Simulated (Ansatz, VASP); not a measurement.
## TaN in VASP and in Ansatz

Contents of INCAR:

```
PREC = Accurate
ENCUT = 520
EDIFF = 1E-6
ISMEAR = 0
SIGMA = 0.1
LREAL = False
LASPH = True
NELM = 60
ALGO = Normal
ISIF = 2
LWAVE = False
LCHARG = False
GGA = PS
NBANDS = 33
```

KPOINTS

```
regular mesh
0
Gamma
  9 9 12
```

File POSCAR:

```
TaN
1.0
    5.2254102318      0.0000000000      0.0000000000
   -2.6127051159      4.5253380059      0.0000000000
    0.0000000000      0.0000000000      2.8838112600
Ta N
3 3
Direct
    0.3333333333      0.6666666667      0.5000000000
    0.6666666667      0.3333333333      0.5000000000
    0.0000000000      0.0000000000      0.0000000000
    0.4383156694      0.0119430907      0.0000000000
    0.5736274213      0.5616843306      0.0000000000
   -0.0119430907      0.4263725787      0.0000000000
```

Input for Ansatz:

```yaml
crystal:
  lattice:
    - [5.2254102318, 0.0, 0.0]
    - [-2.6127051159, 4.5253380059, 0.0]
    - [0.0, 0.0, 2.88381126]
  atoms:
    - { symbol: Ta, position: [0.3333333333, 0.6666666667, 0.5] }
    - { symbol: Ta, position: [0.6666666667, 0.3333333333, 0.5] }
    - { symbol: Ta, position: [0.0, 0.0, 0.0] }
    - { symbol: "N", position: [0.4383156694, 0.0119430907, 0.0] }
    - { symbol: "N", position: [0.5736274213, 0.5616843306, 0.0] }
    - { symbol: "N", position: [-0.0119430907, 0.4263725787, 0.0] }
basis:
  ecutwfc: 420
kpoints:
  mp_grid: { grid: [9, 9, 12] }
hamiltonian:
  xc: pbesol
scf:
  occupations: { method: gaussian, width: 0.1 }
output:
  forces: true
  stress: true
  eigenvalues: true
  populations: true
```

Alike in both runs: task single point; functional PBEsol; k mesh 9 × 9 × 12; occupations gaussian, width 0.1 eV; no spin polarisation.

|  | VASP | Ansatz |
| --- | --- | --- |
| version | VASP 6.6.1 | Ansatz 0.2.0 |
| potentials or method | VASP PAW PBE potentials, release 64 (Ta_pv, N), cutoff 520 eV | scalar-relativistic, plane waves, PAW |
| valence electrons in the cell | 48 | 54 |

Ansatz gave:

| Item | Value |
| --- | --- |
| gap on the k mesh at the Fermi level (eV) | none |
| pressure (GPa) | -3.6 |
| traceless stress, the component that is largest in VASP (GPa) | 6.96 |
| rms of the force components (eV/Å) | 1.224 |

Task: What did VASP give for the same quantities?

Result: gap on the k mesh at the Fermi level (eV): none; pressure (GPa): -2.8; traceless stress, the component that is largest in VASP (GPa): 7.11; rms of the force components (eV/Å): 1.236.

VASP's potentials were made for PBE, not for PBEsol. Atom by atom the forces differ by 0.012 eV/Å (rms over components). A gap of «none» marks a metal or a gap that the smearing closes. The functional is the same, so the differences come from potentials, cutoffs and numerics. VASP's potentials hold 48 valence electrons a cell and Ansatz's 54, so a difference there can come from the potentials and not from the codes.

Spin-orbit coupling is off throughout.
